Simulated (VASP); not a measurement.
# Rh (Fm-3m) in VASP: further runs

The runs below take Rh through single point, with LDA.

Everything below comes from runs of VASP 6.6.1. Logs are shortened: lines on timing, memory, paths and dates and some standing lists are left out, and cuts for length are marked.

## Step 1: The cell of the first run

It takes space group Fm-3m (No. 225, cubic). Conventional cell: a = 3.899 Å, b = 3.899 Å, c = 3.899 Å, α = 90.00°, β = 90.00°, γ = 90.00°. Within 3.6 Å of Rh (site symmetry m-3m) lie 12 Rh at 2.76 Å.

## Step 2: Single point, LDA (14.81 Å³/atom)

Input file INCAR:

```
  ALGO = Normal
  EDIFF = 1E-7
  ENCUT = 520
  GGA = CA
  ISIF = 2
  ISMEAR = 0
  LASPH = T
  LCHARG = T
  LELF = T
  LREAL = F
  LVHAR = T
  LWAVE = F
  NBANDS = 14
  NELM = 60
  PREC = Accurate
  SIGMA = 0.15
```

Input file KPOINTS:

```
k-points
0
Gamma
  22 22 22
```

Input file POSCAR:

```
Rh
1.0
    0.0000000000      1.9493094202      1.9493094202
    1.9493094202      0.0000000000      1.9493094202
    1.9493094202      1.9493094202      0.0000000000
Rh
1
Direct
    0.0000000000      0.0000000000      0.0000000000
```

Potentials or basis: VASP PAW LDA potentials, release 64 (Rh_pv).

The run is started by

```bash
$ cat potpaw_LDA.64/Rh_pv/POTCAR > POTCAR
$ mpirun -np 1 vasp_std > vasp.out
```

OUTCAR:

```text
EDIFF = 1E-7
   ENCUT = 520
   GGA = CA
   ISIF = 2
   ISMEAR = 0
   LASPH = T
   LREAL = F
   NELM = 60
   PREC = Accurate

 ion  position               nearest neighbor table
   1  0.000  0.000  0.000-

  LATTYP: Found a face centered cubic cell.
 ALAT       =     3.8986188404

  Lattice vectors:

 A1 = (   0.0000000000,   1.9493094202,   1.9493094202)
 A2 = (   1.9493094202,   0.0000000000,   1.9493094202)
 A3 = (   1.9493094202,   1.9493094202,   0.0000000000)

Analysis of symmetry for initial positions (statically):
=====================================================================
 Subroutine PRICEL returns:
 Original cell was already a primitive cell.

 Routine SETGRP: Setting up the symmetry group for a
 face centered cubic supercell.

 Subroutine GETGRP returns: Found 48 space group operations
 (whereof 48 operations were pure point group operations)
 out of a pool of 48 trial point group operations.

The static configuration has the point symmetry O_h .

Analysis of symmetry for dynamics (positions and initial velocities):
=====================================================================
 Subroutine PRICEL returns:
 Original cell was already a primitive cell.

 Routine SETGRP: Setting up the symmetry group for a
 face centered cubic supercell.

 Subroutine GETGRP returns: Found 48 space group operations
 (whereof 48 operations were pure point group operations)
 out of a pool of 48 trial point group operations.

The dynamic configuration has the point symmetry O_h .

 Subroutine INISYM returns: Found 48 space group operations
 (whereof 48 operations are pure point group operations),
 and found     1 'primitive' translations

----------------------------------------------------------------------------------------

                                     Primitive cell

  volume of cell :      14.8140

  direct lattice vectors                    reciprocal lattice vectors
     0.000000000  1.949309420  1.949309420    -0.256501095  0.256501095  0.256501095
     1.949309420  0.000000000  1.949309420     0.256501095 -0.256501095  0.256501095
     1.949309420  1.949309420  0.000000000     0.256501095  0.256501095 -0.256501095

  length of vectors
     2.756739819  2.756739819  2.756739819     0.444272928  0.444272928  0.444272928

  position of ions in fractional coordinates (direct lattice)
     0.000000000  0.000000000  0.000000000

  ion indices of the primitive-cell ions
   primitive index   ion index
                 1           1

----------------------------------------------------------------------------------------

 KPOINTS: k-points

Automatic generation of k-mesh.
 Grid dimensions read from file:
 generate k-points for:   22   22   22

 Generating k-lattice:

  Cartesian coordinates                     Fractional coordinates (reciprocal lattice)
    -0.011659141  0.011659141  0.011659141     0.045454545  0.000000000  0.000000000
     0.011659141 -0.011659141  0.011659141     0.000000000  0.045454545  0.000000000
     0.011659141  0.011659141 -0.011659141     0.000000000  0.000000000  0.045454545

  Length of vectors
     0.020194224  0.020194224  0.020194224

  Shift w.r.t. Gamma in fractional coordinates (k-lattice)
     0.000000000  0.000000000  0.000000000

 Subroutine IBZKPT returns following result:
 ===========================================

 Found    328 irreducible k-points:

 Following reciprocal coordinates:
            Coordinates               Weight
  0.000000  0.000000  0.000000      1.000000
  0.045455  0.000000  0.000000      8.000000
  0.090909  0.000000  0.000000      8.000000
  0.136364  0.000000  0.000000      8.000000
  0.181818  0.000000  0.000000      8.000000
  0.227273  0.000000  0.000000      8.000000
[... 16 lines left out ...]
  0.500000  0.045455  0.000000     24.000000
 -0.454545  0.045455  0.000000     24.000000
 [... further k-points ...]
   k-points           NKPTS =    328   k-points in BZ     NKDIM =    328   number of bands    NBANDS=     14
   number of dos      NEDOS =    301   number of ions     NIONS =      1
   total plane-waves  NPLWV =  13824
   dimension x,y,z NGX =    24 NGY =   24 NGZ =   24
   dimension x,y,z NGXF=    48 NGYF=   48 NGZF=   48
   ions per type =               1
   NGX,Y,Z   is equivalent  to a cutoff of  14.47, 14.47, 14.47 a.u.
   NGXF,Y,Z  is equivalent  to a cutoff of  28.95, 28.95, 28.95 a.u.
 SYSTEM =  unknown system
   PREC   = accura    normal or accurate (medium, high low for compatibility)
   ISTART =      0    job   : 0-new  1-cont  2-samecut
   ICHARG =      2    charge: 1-file 2-atom 10-const
   ISPIN  =      1    spin polarized calculation?
   LNONCOLLINEAR =      F non collinear calculations
   LSORBIT =      F    spin-orbit coupling
   LASPH  =      T    aspherical Exc in radial PAW
   ENCUT  =  520.0 eV  38.22 Ry    6.18 a.u.   5.13  5.13  5.13*2*pi/ulx,y,z
   NELM   =     60;   NELMIN=  2; NELMDL= -5     # of ELM steps
   EDIFF  = 0.1E-06   stopping-criterion for ELM
   LREAL  =      F    real-space projection
   EDIFFG = 0.1E-05   stopping-criterion for IOM
   NSW    =      0    number of steps for IOM
   IBRION =     -1    ionic relax: 0-MD 1-quasi-New 2-CG
   NFREE  =      0    steps in history (QN), initial steepest desc. (CG)
   ISIF   =      2    stress and relaxation
   ISYM   =      2    0-nonsym 1-usesym 2-fastsym
   POTIM  = 0.5000    time-step for ionic-motion
   TEBEG  =    0.0;   TEEND  =   0.0 temperature during run
   PSTRESS=    0.0 pullay stress
   NELECT =      15.0000    total number of electrons
   NUPDOWN=      -1.0000    fix difference up-down
   EMIN   =  10.00;   EMAX   =-10.00  energy-range for DOS
   EFERMI =   0.00;   METHOD = LEGACY
   ISMEAR =     0;   SIGMA  =   0.15  broadening in eV -4-tet -1-fermi 0-gaus
   EFERMI_NEDOS =   21; number of points for ismear=-14 and -15
   IALGO  =     38    algorithm
   IMIX   =      4    mixing-type and parameters
     AMIX     =   0.40;   BMIX     =  1.00
     AMIX_MAG =   1.60;   BMIX_MAG =  1.00
  volume/ion in A,a.u.               =      14.81        99.97
  Fermi-wavevector in a.u.,A,eV,Ry     =   1.643922  3.106562 36.769455  2.702479
  Thomas-Fermi vector in A             =   2.733975
   LORBIT       =      0    0 simple, 1 ext, 2 COOP (PROOUT), +10 PAW based schemes
   GGA     = CA    functional components
   LHFCALC =     F    Hartree Fock is set to
   AEXX    =    0.0000 exact exchange contribution
   IVDW    =     0    specifies the selected vdW correction
   LEPSILON=     F    determine dielectric tensor
   LRPA    =     F    only Hartree local field effects (RPA)
 non-spin polarized calculation
 Gauss-broadening in eV      SIGMA  =   0.15
  energy-cutoff  :      520.00
  volume of cell :       14.81
 maximum number of plane-waves:       411
 NGX is ok and might be reduce to    24
   NGX = 11   NGY = 11   NGZ = 11

 number of electron      15.0000000 magnetization

 Free energy of the ion-electron system (eV)
  ---------------------------------------------------
  ext. energy  EPLUGINS =         0.00000000
  ---------------------------------------------------
  free energy    TOTEN  =        -8.54972034 eV

  energy without entropy =       -8.53276497  energy(sigma->0) =       -8.54124266

 E-fermi :  10.3707     XC(G=0): -13.8820

 val. band max:       10.3704113163   @ k =   0.3636   0.0000   0.0000
 cond. band min:      10.3714729785   @ k =  -0.2727   0.3636   0.0909
 fundamental gap:      0.0010616622
 Fermi energy:        10.3706909138

 k-point     1 :       0.0000    0.0000    0.0000
  band No.  band energies     occupation
      1     -35.6643      2.00000
      2     -35.6643      2.00000
      3     -35.6643      2.00000
      4       2.8891      2.00000
      5       7.6041      2.00000
      6       7.6041      2.00000
      7       7.6041      2.00000
      8       9.4946      2.00000
      9       9.4946      2.00000
     10      26.3613      0.00000
     11      30.9250      0.00000
     12      31.3436      0.00000
     13      31.3436      0.00000
     14      31.3436      0.00000

 k-point     2 :       0.0455    0.0000    0.0000
  band No.  band energies     occupation
      1     -35.6763      2.00000
      2     -35.6660      2.00000
      3     -35.6660      2.00000
      4       2.9672      2.00000
      5       7.5711      2.00000
      6       7.6340      2.00000
      7       7.6340      2.00000
      8       9.4783      2.00000
      9       9.4783      2.00000
     10      26.4673      0.00000
     11      30.8620      0.00000
     12      30.9335      0.00000
     13      31.4509      0.00000
     14      31.4509      0.00000

 k-point     3 :       0.0909    0.0000    0.0000
  band No.  band energies     occupation
      1     -35.7112      2.00000
      2     -35.6708      2.00000
      3     -35.6708      2.00000
      4       3.1957      2.00000
      5       7.4824      2.00000
      6       7.7164      2.00000
      7       7.7164      2.00000
      8       9.4385      2.00000
      9       9.4385      2.00000
     10      26.7581      0.00000
     11      29.7938      0.00000
     12      30.9271      0.00000
     13      31.7647      0.00000
     14      31.7647      0.00000

 k-point     4 :       0.1364    0.0000    0.0000
  band No.  band energies     occupation
      1     -35.7659      2.00000
      2     -35.6784      2.00000
      3     -35.6784      2.00000
      4       3.5540      2.00000
      5       7.3704      2.00000
      6       7.8268      2.00000
      7       7.8268      2.00000
      8       9.4035      2.00000
      9       9.4035      2.00000
     10      27.1286      0.00000
     11      28.5350      0.00000
     12      30.9272      0.00000
     13      32.2595      0.00000
     14      32.2595      0.00000

 k-point     5 :       0.1818    0.0000    0.0000
  band No.  band energies     occupation
      1     -35.8358      2.00000
      2     -35.6881      2.00000
      3     -35.6881      2.00000
      4       3.9977      2.00000
      5       7.2942      2.00000
      6       7.9215      2.00000
      7       7.9215      2.00000
      8       9.4213      2.00000
      9       9.4213      2.00000
     10      26.9154      0.00000
     11      27.7429      0.00000
[... 276 lines left out ...]
 k-point    22 :       0.4545    0.0455    0.0000
  band No.  band energies     occupation
      1     -36.2153      2.00000
      2     -35.7475      2.00000
      3     -35.7471      2.00000
      4       4.8879      2.00000
      5       7.5337      2.00000
      6       7.6467      2.00000
      7       9.9118      1.99998
      8      10.8401      0.00001
      9      11.4419      0.00000
     10      18.9282      0.00000
     11      26.0817      0.00000
     12      30.7383      0.00000
     13      30.9231      0.00000
     14      31.0712      0.00000

 k-point    23 :       0.5000    0.0455    0.0000
  band No.  band energies     occupation
      1     -36.2337      2.00000
      2     -35.7523      2.00000
      3     -35.7478      2.00000
      4       4.8624      2.00000
      5       7.5053      2.00000
      6       7.6074      2.00000
      7      10.1934      1.90543
      8      10.8827      0.00000
      9      11.8425      0.00000
     10      18.2583      0.00000
     11      25.9439      0.00000
     12      30.6132      0.00000
     13      30.6729      0.00000
     14      30.9279      0.00000

 k-point    24 :      -0.4545    0.0455    0.0000
  band No.  band energies     occupation
      1     -36.2299      2.00000
      2     -35.7539      2.00000
      3     -35.7451      2.00000
      4       4.8684      2.00000
      5       7.5190      2.00000
      6       7.6070      2.00000
      7      10.1783      1.93029
      8      10.7978      0.00006
      9      11.7862      0.00000
     10      18.4031      0.00000
     11      25.9701      0.00000
     12      30.4742      0.00000
     13      30.9274      0.00000
     14      30.9308      0.00000

 [... further k-points ...]
[... 5 lines left out ...]
  --------------------------------------------------------------------------------------
  -------------------------------------------------------------------------------------
  Total       -2.4286766     -2.4286766     -2.4286766      0.0000000      0.0000000      0.0000000
  in kB     -262.6684598   -262.6684598   -262.6684598      0.0000000      0.0000000      0.0000000
  external PRESSURE =    -262.6684598 kB  Pullay stress =       0.0000000 kB

 VOLUME and BASIS-vectors are now :
 -----------------------------------------------------------------------------
  energy-cutoff  :      520.00
  volume of cell :       14.81
      direct lattice vectors                 reciprocal lattice vectors
     0.000000000  1.949309420  1.949309420    -0.256501095  0.256501095  0.256501095
     1.949309420  0.000000000  1.949309420     0.256501095 -0.256501095  0.256501095
     1.949309420  1.949309420  0.000000000     0.256501095  0.256501095 -0.256501095

 POSITION                                       TOTAL-FORCE (eV/Angst)
 -----------------------------------------------------------------------------------
      0.00000      0.00000      0.00000         0.000000      0.000000      0.000000
 -----------------------------------------------------------------------------------
    total drift:                               -0.000000      0.000000      0.000000

  FREE ENERGIE OF THE ION-ELECTRON SYSTEM (eV)
  ---------------------------------------------------
  free  energy   TOTEN  =        -8.5497203408 eV

  energy  without entropy=       -8.5327649729  energy(sigma->0) =       -8.54124266
```

It took 22 s on 1 thread of Intel Xeon 6975P-C (Granite Rapids), shared host; peak memory 0.17 GiB.

Results:

```yaml
Free_energy: -8.5497 eV
Pressure: -26.3 GPa
Band_gap_on_the_k_mesh: zero (an odd number of electrons rules out a gap without spin polarisation)
```

Caveat: the cell stands under tension.

## Step 3: Single point, LDA (15.61 Å³/atom)

This run uses another cell than the first one, of 15.61 Å³/atom.

Input file INCAR:

```
PREC = Accurate
ENCUT = 520
EDIFF = 1E-6
ISMEAR = 0
SIGMA = 0.15
LREAL = False
LASPH = True
NELM = 100
ALGO = Normal
ISIF = 2
LWAVE = False
LCHARG = True
GGA = CA
LELF = True
LVHAR = True
NBANDS = 14
```

Input file KPOINTS:

```
Automatic mesh
0
Gamma
  22 22 22
```

Input file POSCAR:

```
Rh
1.0
    0.0000000000      1.9834890697      1.9834890697
    1.9834890697      0.0000000000      1.9834890697
    1.9834890697      1.9834890697      0.0000000000
Rh
1
Direct
    0.0000000000      0.0000000000      0.0000000000
```

Potentials or basis: VASP PAW LDA potentials, release 64 (Rh_pv).

The run is started by

```bash
$ cat potpaw_LDA.64/Rh_pv/POTCAR > POTCAR
$ mpirun -np 1 vasp_std > vasp.out
```

Run time: 22 s. Hardware: 1 thread of Intel Xeon 6975P-C (Granite Rapids), shared host; peak memory 0.18 GiB.

It converged, with:

* Free energy: -8.4005 eV
* Pressure: -33.7 GPa
* Band gap on the k mesh: zero (an odd number of electrons rules out a gap without spin polarisation)

Levels at points of the mesh, in eV from the Fermi level:
```tsv
k point	band 3	band 4	band 5	band 6	band 7	band 8	band 9	band 10	band 11	band 12
(0.00, 0.00, 0.00)	-45.95	-7.11	-2.55	-2.55	-2.55	-0.81	-0.81	15.98	20.68	20.68
(0.50, 0.00, 0.00)	-46.01	-5.18	-2.59	-2.59	0.46	0.46	0.86	7.38	15.45	19.96
(0.50, 0.50, 0.00)	-46.12	-5.23	-4.93	0.45	0.79	0.79	3.09	10.72	12.48	12.48
```

Caveat: the cell stands under tension.
